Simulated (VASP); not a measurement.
A run of VASP 6.6.1 is set up as follows.

Contents of INCAR:

```
PREC = Accurate ; ENCUT = 520
EDIFF = 1E-6 ; ISMEAR = 0
SIGMA = 0.15 ; LREAL = False
LASPH = True ; NELM = 80
ALGO = Fast ; ISIF = 2
LWAVE = False ; LCHARG = False
NBANDS = 12
```

KPOINTS

```
regular mesh
0
Gamma
  22 22 22
```

Contents of POSCAR:

```
Ti
1.0
    0.0000000000      2.0525251453      2.0525251453
    2.0525251453      0.0000000000      2.0525251453
    2.0525251453      2.0525251453      0.0000000000
Ti
1
Direct
    0.0000000000      0.0000000000      0.0000000000
```

Potentials or basis: VASP PAW LDA potentials, release 64 (Ti_sv).

Run with:

```sh
$ cat potpaw_LDA.64/Ti_sv/POTCAR > POTCAR
$ mpirun -np 1 vasp_std > vasp.out
```

**Question.** What does it give for the pressure?

**Answer.** -9.0 GPa.

**Question.** What does it give for the band gap on the k mesh?

**Answer.** Zero (bands 6 and 7 overlap by 1.35 eV).

Caveat: the cell stands under tension.
